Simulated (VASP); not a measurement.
# Al3Si13C13N3 (P1) in VASP: single point with HSE06

Aim: the single point of Al3Si13C13N3 with HSE06.

Everything below comes from runs of VASP 6.6.1. Logs are shortened: lines on timing, memory, paths and dates and some standing lists are left out, and cuts for length are marked.

## Step 1: The cell of the first run

The typed cell holds 96 atoms: a = 9.255 Å, b = 10.706 Å, c = 10.088 Å, α = 90.00°, β = 90.00°, γ = 90.00°.

## Step 2: Single point, HSE06

File POSCAR:

```
Al3Si13C13N3
1.0
    9.2552800000      0.0000000000      0.0000000000
    0.0000000000     10.7059580000      0.0000000000
    0.0000000000      0.0000000000     10.0877950000
Si Al C N
39 9 39 9
Direct
    0.1666320000      0.0820310000      0.2497060000
    0.1671940000      0.0822000000      0.7511690000
    0.0011950000      0.3350550000      0.2503780000
    0.0001580000      0.3330320000      0.7507730000
    0.4985550000      0.0832270000      0.2478190000
    0.4970420000      0.0841570000      0.7500360000
    0.3309300000      0.3314840000      0.7500340000
    0.1688660000      0.5832390000      0.2502100000
    0.1645830000      0.5824240000      0.7510660000
    0.0014880000      0.8346080000      0.2470810000
    0.9989680000      0.8344710000      0.7536770000
    0.8346660000      0.0831950000      0.7548940000
    0.6655690000      0.3342380000      0.2483010000
    0.6668640000      0.3336760000      0.7473320000
    0.5026260000      0.5817630000      0.2499090000
    0.5007300000      0.5810260000      0.7492050000
    0.3346500000      0.8353360000      0.7483610000
    0.8282020000      0.5814260000      0.2518520000
    0.8331130000      0.5813130000      0.7513340000
    0.6677610000      0.8366960000      0.7520610000
    0.0030540000      0.1671090000      0.0067010000
    0.3324350000      0.1654160000      0.0036480000
    0.1686660000      0.4185700000      0.4957880000
    0.1646510000      0.4180420000      0.0030060000
    0.9991550000      0.6633120000      0.0046370000
    0.6656010000      0.1649020000      0.4958820000
    0.6640100000      0.1660880000      0.0038160000
    0.4971470000      0.4148830000      0.4984010000
    0.4962450000      0.4164780000      0.0023120000
    0.3352370000      0.6657670000      0.4929570000
    0.3330110000      0.6659330000      0.0028560000
    0.1676220000      0.9156330000      0.4940700000
    0.1696740000      0.9162510000      0.0031470000
    0.8327270000      0.4173670000      0.4962940000
    0.8375850000      0.4169990000      0.0024690000
    0.6648930000      0.6674680000      0.4979520000
    0.5026280000      0.9156830000      0.4977770000
    0.5028010000      0.9209900000      0.0024940000
    0.8302210000      0.9182230000      0.0036650000
    0.3314520000      0.3336610000      0.2498350000
    0.8326750000      0.0862730000      0.2503560000
    0.3369210000      0.8338370000      0.2491180000
    0.6643990000      0.8310230000      0.2505320000
    0.9999140000      0.1674580000      0.4945320000
    0.3329160000      0.1647320000      0.4956360000
    0.9984590000      0.6689990000      0.4931230000
    0.6663540000      0.6665400000      0.0022020000
    0.8322220000      0.9196280000      0.4992540000
    0.0069230000      0.1712490000      0.1891230000
    0.3311850000      0.1595840000      0.1861750000
    0.3291890000      0.1659610000      0.6953400000
    0.1567890000      0.4233650000      0.1846590000
    0.1637380000      0.4192880000      0.6880830000
    0.9975070000      0.6691280000      0.1905540000
    0.6600370000      0.1725590000      0.1846250000
    0.6698880000      0.1668710000      0.6886440000
    0.5080530000      0.4201560000      0.1819400000
    0.4994970000      0.4169140000      0.6921420000
    0.3359270000      0.6582060000      0.1838390000
    0.1570420000      0.9173230000      0.1835890000
    0.1624200000      0.9123280000      0.6878610000
    0.8334530000      0.4149160000      0.1869930000
    0.8345870000      0.4156800000      0.6881270000
    0.6665260000      0.6589720000      0.1921120000
    0.6663400000      0.6668970000      0.6923750000
    0.5033180000      0.9245650000      0.1815510000
    0.4999660000      0.9164610000      0.6888400000
    0.8393610000      0.9175870000      0.6974630000
    0.1628530000      0.0726660000      0.4335880000
    0.1637110000      0.0796080000      0.9366950000
    0.9998200000      0.3417120000      0.4373830000
    0.9993790000      0.3305700000      0.9361010000
    0.5095100000      0.0781480000      0.4347990000
    0.5005200000      0.0876470000      0.9356550000
    0.3328040000      0.3396770000      0.4446990000
    0.3324180000      0.3347020000      0.9382290000
    0.1727910000      0.5844270000      0.4389840000
    0.1668670000      0.5875390000      0.9351770000
    0.8352280000      0.0857830000      0.9423090000
    0.6661410000      0.3318760000      0.4380790000
    0.5000460000      0.5815960000      0.4423950000
    0.3331000000      0.8305320000      0.4494280000
    0.3345570000      0.8302120000      0.9346520000
    0.8256160000      0.5811150000      0.4397290000
    0.8414910000      0.5788690000      0.9340160000
    0.6637110000      0.8295740000      0.4452540000
    0.6684610000      0.8402710000      0.9371710000
    0.9995720000      0.1662790000      0.6964930000
    0.0014670000      0.6708300000      0.6966580000
    0.3318590000      0.6642510000      0.6912260000
    0.8432440000      0.9130620000      0.1828510000
    0.0037980000      0.8383980000      0.4288540000
    0.9987990000      0.8311640000      0.9395450000
    0.8264100000      0.0878170000      0.4420000000
    0.6665800000      0.3362920000      0.9350870000
    0.4905700000      0.5779010000      0.9303380000
```

File INCAR.step1:

```
PREC = Accurate ; ENCUT = 520
EDIFF = 1E-5 ; ISMEAR = -1
SIGMA = 0.05 ; LREAL = Auto
LASPH = T ; NELM = 100
ALGO = Normal ; ISIF = 2
LWAVE = T ; LCHARG = F
GGA = PE ; NBANDS = 246
LUSENCCL = F
```

File INCAR.step2:

```
PREC = Accurate ; ENCUT = 520
EDIFF = 1E-6 ; ISMEAR = -1
SIGMA = 0.05 ; LREAL = Auto
LASPH = T ; NELM = 100
ALGO = Normal ; ISIF = 2
LWAVE = F ; LCHARG = F
GGA = PE ; LHFCALC = T
HFSCREEN = 0.2079 ; PRECFOCK = Fast
ISTART = 1 ; NBANDS = 246
LUSENCCL = F
```

File KPOINTS:

```
Automatic mesh
0
Gamma
  1 1 1
```

Potentials or basis: VASP PAW PBE potentials, release 64 (Si, Al, C, N).

The run is started by

```
$ cat potpaw_PBE.64/Si/POTCAR potpaw_PBE.64/Al/POTCAR potpaw_PBE.64/C/POTCAR potpaw_PBE.64/N/POTCAR > POTCAR
$ cp INCAR.step1 INCAR
$ mpirun -np 1 vasp_gam > vasp.out
$ cp INCAR.step2 INCAR
$ mpirun -np 1 vasp_gam > vasp.out
```

OUTCAR:

```text
PREC = Accurate
   ENCUT = 520
   EDIFF = 1E-6
   ISMEAR = -1
   LREAL = Auto
   LASPH = T
   NELM = 100
   ISIF = 2
   GGA = PE
   LHFCALC = T
   HFSCREEN = 0.2079
   PRECFOCK = Fast
   ISTART = 1

 ion  position               nearest neighbor table
   1  0.167  0.082  0.250-  50 1.85  69 1.86  49 1.86  60 1.89  21 3.02  32 3.04  45 3.05  22 3.05
                            44 3.05  33 3.06  10 3.06   5 3.07  42 3.09  41 3.09  40 3.10   3 3.11
   2  0.167  0.082  0.751-  51 1.84  70 1.87  88 1.88  61 1.93   6 3.05  17 3.06   7 3.07  11 3.08
                            12 3.08   4 3.10  33 3.10  22 3.10  45 3.13  21 3.13  32 3.15  44 3.15
   3  0.001  0.335  0.250-  52 1.85  49 1.86  62 1.88  71 1.89  21 3.05  44 3.05  24 3.05  35 3.05
                            23 3.05  40 3.06  34 3.06   8 3.08  18 3.09  41 3.09  13 3.11   1 3.11
   4  0.000  0.333  0.751-  88 1.87  72 1.87  63 1.88  53 1.88   7 3.06   9 3.07  19 3.08  12 3.08
                            14 3.08  35 3.09   2 3.10  24 3.10  34 3.13  21 3.13  44 3.13  23 3.14
   5  0.499  0.083  0.248-  66 1.83  50 1.86  55 1.89  73 1.89  38 3.02  27 3.03  22 3.03  45 3.06
                            42 3.06  26 3.07   1 3.07  41 3.09  37 3.09  40 3.10  13 3.10  43 3.11
   6  0.497  0.084  0.750-  51 1.87  74 1.87  67 1.90  56 1.93   2 3.05  17 3.06   7 3.06  20 3.08
                            38 3.09  14 3.10  22 3.10  45 3.10  27 3.12  37 3.12  26 3.12  12 3.13
   7  0.331  0.331  0.750-  51 1.86  76 1.90  58 1.90  53 1.92   4 3.06   6 3.06   2 3.07   9 3.10
                            16 3.10  28 3.10  29 3.11  14 3.11  23 3.11  22 3.12  24 3.12  45 3.13
   8  0.169  0.583  0.250-  52 1.84  59 1.87  77 1.90  54 1.93  30 3.02  23 3.04  31 3.05  46 3.06
                            25 3.06  24 3.06  40 3.07   3 3.08  15 3.09  42 3.10  10 3.11
   9  0.165  0.582  0.751-  78 1.86  53 1.86  89 1.86  90 1.88  19 3.07   4 3.07  24 3.09   7 3.10
[... 125 lines left out ...]
  95  0.667  0.336  0.935-  14 1.89  29 1.92  35 1.93  27 1.95
  96  0.491  0.578  0.930-  16 1.83  29 1.88  31 1.88  47 2.02

  LATTYP: Found a simple orthorhombic cell.
 ALAT       =     9.2552800000
 B/A-ratio  =     1.0899502770
 C/A-ratio  =     1.1567405848

  Lattice vectors:

 A1 = (  -9.2552800000,   0.0000000000,   0.0000000000)
 A2 = (   0.0000000000,   0.0000000000,  10.0877950000)
 A3 = (   0.0000000000,  10.7059580000,   0.0000000000)

Analysis of symmetry for initial positions (statically):
=====================================================================
 Subroutine PRICEL returns:
 Original cell was already a primitive cell.

 Routine SETGRP: Setting up the symmetry group for a
[... 278 lines left out ...]
   EFERMI_NEDOS =   21; number of points for ismear=-14 and -15
   IALGO  =     38    algorithm
   IMIX   =      1    mixing-type and parameters
     AMIX     =   0.40;   BMIX     =  1.00
     AMIX_MAG =   1.60;   BMIX_MAG =  1.00
  volume/ion in A,a.u.               =      10.41        70.26
  Fermi-wavevector in a.u.,A,eV,Ry     =   1.190095  2.248953 19.270271  1.416325
  Thomas-Fermi vector in A             =   2.326187
   LORBIT       =      0    0 simple, 1 ext, 2 COOP (PROOUT), +10 PAW based schemes
   GGA     = PE    functional components
   LHFCALC =     T    Hartree Fock is set to
   PRECFOCK=fast      Normal, Fast or Accurate (Low or Medium for compatibility)
   ENCUT4O =  -1.0   cutoff for four orbital integrals eV
   NKREDX  =     1    reduce k-point grid by
   NKREDY  =     1    reduce k-point grid by
   NKREDZ  =     1    reduce k-point grid by
   AEXX    =    0.2500 exact exchange contribution
   HFSCREEN=    0.2079 screening length (either q_TF or 0.3 A-1)
   HFSCREENC=   0.2079 screening length for correlation (either q_TF or 0.3 A-1)
   ENCUTFOCK=  -1.0 apply spherical cutoff to Coloumb kernel
   IVDW    =     0    specifies the selected vdW correction
   LEPSILON=     F    determine dielectric tensor
   LRPA    =     F    only Hartree local field effects (RPA)
 non-spin polarized calculation
  energy-cutoff  :      520.00
  volume of cell :      999.57
 maximum number of plane-waves:     13457
 NGX is ok and might be reduce to    70
  NGX = 36; NGY = 42; NGZ = 40

 number of electron     383.9999990 magnetization

 Free energy of the ion-electron system (eV)
  ---------------------------------------------------
  ext. energy  EPLUGINS =         0.00000000
  ---------------------------------------------------
  free energy    TOTEN  =      -821.73995346 eV

  energy without entropy =     -821.73995346  energy(sigma->0) =     -821.73995346

 E-fermi :   9.0854     XC(G=0):  -9.2685

 val. band max:        7.8136791814   @ k =   0.0000   0.0000   0.0000
 cond. band min:      10.7726311788   @ k =   0.0000   0.0000   0.0000
 fundamental gap:      2.9589519974
 Fermi energy:         9.0854130431

 k-point     1 :       0.0000    0.0000    0.0000
  band No.  band energies     occupation
      1     -11.8347      2.00000
      2     -11.4223      2.00000
      3     -11.1691      2.00000
      4     -10.8503      2.00000
      5     -10.7755      2.00000
      6     -10.4641      2.00000
[... 196 lines left out ...]
    203      12.0875      0.00000
    204      12.2736      0.00000
 [bands above 204 left out]

------------------------ aborting loop because EDIFF is reached ----------------------------------------

  FORCE on cell =-STRESS in cart. coord.  units (eV):
  Direction    XX          YY          ZZ          XY          YZ          ZX
  --------------------------------------------------------------------------------------
  -------------------------------------------------------------------------------------
  Total       -1.4532018    -18.3672056    -12.7415932      0.4330654      0.2881733     -0.5956899
  in kB       -2.3292986    -29.4403063    -20.4231615      0.6941490      0.4619054     -0.9548155
  external PRESSURE =     -17.3975888 kB  Pullay stress =       0.0000000 kB

 VOLUME and BASIS-vectors are now :
 -----------------------------------------------------------------------------
  energy-cutoff  :      520.00
  volume of cell :      999.57
      direct lattice vectors                 reciprocal lattice vectors
     9.255280000  0.000000000  0.000000000     0.108046434  0.000000000  0.000000000
     0.000000000 10.705958000  0.000000000     0.000000000  0.093405933  0.000000000
     0.000000000  0.000000000 10.087795000     0.000000000  0.000000000  0.099129691

 POSITION                                       TOTAL-FORCE (eV/Angst)
 -----------------------------------------------------------------------------------
      1.54223      0.87822      2.51898         0.034615      0.067287     -0.065551
      1.54743      0.88003      7.57764         0.025119      0.140285     -0.034158
      0.01106      3.58708      2.52576         0.026087      0.073810     -0.099939
      0.00146      3.56543      7.57364        -0.010090      0.029781     -0.054993
      4.61427      0.89102      2.49995        -0.014750     -0.023932     -0.144229
      4.60026      0.90098      7.56621        -0.039217      0.060896     -0.043160
[... 88 lines left out ...]
      6.16938      3.60033      9.43297         0.000969      0.076055     -0.023487
      4.54036      6.18698      9.38506        -0.018166     -0.033410     -0.054894
 -----------------------------------------------------------------------------------
    total drift:                               -0.033927      0.049290      0.034613

  FREE ENERGIE OF THE ION-ELECTRON SYSTEM (eV)
  ---------------------------------------------------
  free  energy   TOTEN  =      -821.7399534585 eV

  energy  without entropy=     -821.7399534585  energy(sigma->0) =     -821.73995346
```

Wall time 4.1 min (1 × NVIDIA H100 80GB with 1 thread of Intel Xeon Platinum 8481C at 2.70GHz (Sapphire Rapids), shared host); peak memory 1.7 GiB.

Results:

| Quantity | Value |
| --- | --- |
| Free energy | -821.7400 eV |
| Pressure | -1.7 GPa |
| Largest force | 0.296 eV/Å |
| Band gap on the k mesh | 2.96 eV |

Forces on the atoms (eV/Å):
```
Si   0.035  0.067 -0.066
Si   0.025  0.140 -0.034
Si   0.026  0.074 -0.100
Si  -0.010  0.030 -0.055
Si  -0.015 -0.024 -0.144
Si  -0.039  0.061 -0.043
Si   0.014  0.012 -0.048
Si   0.047 -0.014 -0.108
Si   0.027  0.050 -0.053
Si  -0.029  0.100 -0.063
Si  -0.020  0.022 -0.079
Si   0.055  0.032 -0.081
Si   0.030  0.045 -0.114
Si   0.017  0.059 -0.036
Si   0.111  0.067 -0.184
Si  -0.031  0.035  0.023
Si   0.014  0.039 -0.037
Si  -0.123  0.080 -0.079
Si   0.016  0.034 -0.005
Si   0.041  0.064 -0.009
Si  -0.009 -0.036 -0.058
Si   0.003 -0.063 -0.051
Si   0.086 -0.110 -0.134
Si   0.006 -0.078 -0.019
Si  -0.011 -0.035 -0.069
Si   0.081 -0.112 -0.098
Si  -0.013 -0.060 -0.032
Si  -0.106 -0.088 -0.120
Si  -0.006 -0.005 -0.051
Si  -0.024 -0.035 -0.104
Si  -0.035 -0.075 -0.062
Si  -0.010  0.023 -0.137
Si  -0.041  0.030 -0.013
Si   0.018 -0.020 -0.124
Si  -0.012 -0.013 -0.097
Si  -0.016 -0.015 -0.118
Si   0.035 -0.066 -0.078
Si   0.044 -0.021 -0.003
Si  -0.002 -0.064  0.001
Al  -0.019  0.063 -0.048
Al   0.017  0.091 -0.059
Al   0.001  0.063 -0.087
Al  -0.026  0.018 -0.031
Al  -0.037 -0.086 -0.109
Al   0.010 -0.024 -0.058
Al   0.010 -0.108 -0.105
Al   0.059 -0.019 -0.011
Al  -0.079 -0.062 -0.093
C   -0.005 -0.065  0.044
C   -0.002 -0.185  0.036
C   -0.030 -0.088  0.163
C   -0.030 -0.022  0.041
C   -0.003 -0.061  0.136
C    0.014 -0.033  0.011
C    0.017 -0.079 -0.014
C    0.023 -0.051  0.094
C    0.035 -0.014 -0.006
C    0.014 -0.087  0.121
C   -0.076 -0.166  0.010
C   -0.054 -0.065  0.016
C    0.027 -0.150  0.121
C   -0.058 -0.117  0.095
C   -0.024 -0.103  0.113
C    0.026 -0.223  0.120
C   -0.010 -0.103  0.125
C    0.029  0.016 -0.006
C   -0.065 -0.119  0.112
C    0.017 -0.090  0.193
C   -0.043 -0.054  0.043
C    0.002  0.043  0.036
C   -0.048  0.207  0.093
C   -0.036  0.071  0.038
C    0.043  0.064  0.100
C    0.035  0.121  0.058
C   -0.012  0.249  0.160
C    0.046  0.108  0.097
C    0.053  0.084  0.074
C    0.029  0.121  0.052
C   -0.023  0.095  0.079
C    0.044  0.067  0.087
C   -0.016  0.112  0.137
C   -0.069  0.045  0.118
C   -0.069  0.056 -0.003
C    0.016  0.058  0.068
C    0.005  0.055  0.026
C   -0.012  0.051  0.131
C    0.027  0.168  0.031
N   -0.027 -0.086  0.160
N    0.030 -0.050  0.153
N   -0.039 -0.031  0.100
N    0.076 -0.133 -0.035
N    0.077  0.096 -0.025
N   -0.020  0.037 -0.027
N   -0.012  0.142  0.083
N    0.001  0.076 -0.023
N   -0.018 -0.033 -0.055
```

Caveat: the k points lie up to 0.68 Å⁻¹ apart; the PAW data sets were made with another functional, which shifts forces and pressure a little.
